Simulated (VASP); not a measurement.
The system is In3S2.

```
In S
1.0
     5.91857    0.00000    0.00000
    -2.95928    5.12563    0.00000
     0.00000    0.00000    8.41535
In S
6 4
Direct
  0.33333 0.66667 0.75333
  0.33333 0.66667 0.24667
  0.66667 0.33333 0.24667
  0.66667 0.33333 0.75333
  0.00000 0.00000 0.69729
  0.00000 0.00000 0.30271
  0.00000 0.00000 0.50000
  0.33333 0.66667 0.00000
  0.66667 0.33333 0.00000
  0.00000 0.00000 0.00000
```

```yaml
Program: VASP 6.6.1
Task: relaxation of cell and atoms
Functional: PBE
Potentials_or_basis: VASP PAW PBE potentials, release 64 (In_d, S)
Cutoff: 600 eV
k_mesh: 3 × 3 × 2
Occupations: gaussian, width 0.1 eV
Spin: no spin polarisation
```

At the start: pressure 40.0 GPa; volume 25.53 Å³/atom.

**Question.** How do energy, volume and symmetry change on relaxing?

**Answer.** Over 29 steps the energy falls by 2254.9 meV/atom and the volume is 27.69 Å³/atom (+8.5 %); space group P6/mmm (No. 191, to 0.05 Å).

Step by step:
```tsv
step	energy change (eV)	largest force (eV/Å)	pressure (GPa)	volume (Å³)
1	0.0000	39.5794	40.02	255.29
2	107.8315	220.3698	50.85	502.72
3	-5.0408	33.3773	14.98	332.69
4	-6.9899	30.1105	14.11	323.91
5	-12.2087	22.2904	13.82	289.36
6	-13.5762	19.3638	16.64	272.26
7	-17.2880	0.5358	-5.58	414.42
8	-21.0078	1.3118	-3.52	331.98
9	-21.0590	1.5077	-3.16	328.52
10	-21.0897	1.9746	-2.31	321.82
11	-21.0913	1.8986	-2.44	322.83
12	-21.5729	1.7104	-1.64	303.73
13	-21.9366	0.8573	2.14	267.49
14	-21.9539	1.0736	1.20	274.19
15	-22.2919	0.2824	0.38	272.48
16	-22.4083	0.4023	-0.13	270.15
17	-22.4166	0.3135	-0.05	270.75
18	-22.4170	0.3295	-0.06	270.65
19	-22.4437	0.3002	-0.01	270.06
20	-22.4768	0.2082	0.24	268.31
21	-22.4955	0.2226	0.36	268.88
22	-22.5045	0.2905	0.52	269.58
23	-22.5187	0.2564	0.18	272.66
24	-22.5277	0.2127	-0.32	277.59
25	-22.5367	0.1417	-0.22	277.07
26	-22.5468	0.0563	0.10	275.67
27	-22.5478	0.0607	-0.02	276.52
28	-22.5479	0.0563	-0.01	276.38
29	-22.5492	0.0265	-0.01	276.92
```

Final structure:
```yaml
crystal:
  lattice:
    - [5.43423, 0.00000, 0.00000]
    - [-2.71712, 4.70618, 0.00000]
    - [0.00000, 0.00000, 10.82787]
  atoms:
    - { symbol: In, position: [0.33333, 0.66667, 0.75539] }
    - { symbol: In, position: [0.33333, 0.66667, 0.24461] }
    - { symbol: In, position: [0.66667, 0.33333, 0.24461] }
    - { symbol: In, position: [0.66667, 0.33333, 0.75539] }
    - { symbol: In, position: [0.00000, 0.00000, 0.73293] }
    - { symbol: In, position: [0.00000, 0.00000, 0.26707] }
    - { symbol: S, position: [0.00000, 0.00000, 0.50000] }
    - { symbol: S, position: [0.33333, 0.66667, 0.00000] }
    - { symbol: S, position: [0.66667, 0.33333, 0.00000] }
    - { symbol: S, position: [0.00000, 0.00000, 0.00000] }
```

Caveat: the k points lie up to 0.45 Å⁻¹ apart in the final cell.
